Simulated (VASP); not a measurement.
Here is a VASP 6.6.1 calculation.

Contents of INCAR:

```
SYSTEM = MnS
ALGO = Normal ; EDIFF = 1E-6
ENCUT = 520 ; GGA = PS
ISIF = 2 ; ISMEAR = -1
ISPIN = 2 ; LASPH = .TRUE.
LCHARG = .TRUE. ; LDAU = .TRUE.
LDAUJ = 0 0 ; LDAUL = 2 -1
LDAUPRINT = 1 ; LDAUTYPE = 2
LDAUU = 2 0 ; LELF = .TRUE.
LMAXMIX = 4 ; LORBIT = 11
LREAL = .FALSE. ; LVHAR = .TRUE.
LWAVE = .FALSE. ; MAGMOM = 4 0
NBANDS = 20 ; NELM = 150
PREC = Accurate ; SIGMA = 0.05
```

File KPOINTS:

```
k-points
0
G
  9 9 9
  0 0 0
```

POSCAR

```
MnS
1.0
    0.0000000000      2.8099823506      2.8099823506
    2.8099823506      0.0000000000      2.8099823506
    2.8099823506      2.8099823506      0.0000000000
Mn S
1 1
Direct
    0.0000000000      0.0000000000      0.0000000000
    0.7500000000      0.7500000000      0.7500000000
```

Potentials or basis: VASP PAW PBE potentials, release 64 (Mn_pv, S).

Launch:

```bash
$ cat potpaw_PBE.64/Mn_pv/POTCAR potpaw_PBE.64/S/POTCAR > POTCAR
$ mpirun -np 1 vasp_std > vasp.out
```

(1) Predict the site moments.

(2) Estimate the net moment.

Answers

(1) Mn +4.48; S +0.06 μB.

(2) 5.00 μB per cell.

Caveat: a cell with one magnetic atom can't hold antiferromagnetic order, which such compounds often take.
